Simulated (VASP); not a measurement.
The system is SnSe.

```xyz
2
Lattice="0.0000 3.0690 3.0690 3.0690 0.0000 3.0690 3.0690 3.0690 0.0000" Properties=species:S:1:pos:R:3 pbc="T T T"
Sn    0.0000    0.0000    0.0000
Se    3.0690    3.0690    3.0690
```

Base run:

| Property | Result |
| --- | --- |
| Program | VASP 6.6.1 |
| Functional | r2SCAN |
| Potentials or basis | VASP PAW PBE potentials, release 64 (Sn_d, Se) |
| Cutoff | 520 eV |
| k mesh | 8 × 8 × 8 |
| Occupations | fermi-dirac, width 0.05 eV |
| Spin | no spin polarisation |

Its results: band gap on the k mesh 0.20 eV, direct; pressure -2.8 GPa.

Question: The run is repeated on the same cell with these changes: dispersion from none to D4. What comes out?

Answer: Band gap on the k mesh 0.20 eV, direct; pressure -2.1 GPa.

Caveats: the PAW data sets were made with another functional, which shifts forces and pressure a little; spin-orbit coupling is left out, which moves the levels of the heavy elements.

A k mesh can miss the band edges.
